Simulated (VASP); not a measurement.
A run of VASP 6.6.1 is set up as follows.

File INCAR:

```
PREC = Accurate
ENCUT = 520
EDIFF = 1E-6
ISMEAR = 0
SIGMA = 0.15
LREAL = F
LASPH = T
NELM = 60
ALGO = Normal
ISIF = 2
LWAVE = F
LCHARG = F
GGA = PE
NBANDS = 19
```

The input KPOINTS:

```
regular mesh
0
Gamma
  18 18 10
```

Contents of POSCAR:

```
Ti
1.0
    2.7139980316      0.0000000000      0.0000000000
   -1.3569990158      2.3503912412      0.0000000000
    0.0000000000      0.0000000000      4.8734400000
Ti
2
Direct
    0.3333333333      0.6666666667      0.2500000000
    0.6666666667      0.3333333333      0.7500000000
```

Potentials or basis: VASP PAW PBE potentials, release 64 (Ti_sv).

Command:

```sh
$ cat potpaw_PBE.64/Ti_sv/POTCAR > POTCAR
$ mpirun -np 1 vasp_std > vasp.out
```

Question: Estimate the band gap on the k mesh.

Answer: Zero (bands 12 and 13 overlap by 0.47 eV).

Question: Predict the pressure.

Answer: 14.4 GPa.

Stress tensor (GPa, compression positive):
```
18.74  0.00  0.00
 0.00 18.74  0.00
 0.00  0.00  5.58
```

Caveat: the cell differs from its parent crystal (strain -0.080 along x and y, +0.040 along z); the stress differs along the axes, from 6 to 19 GPa.
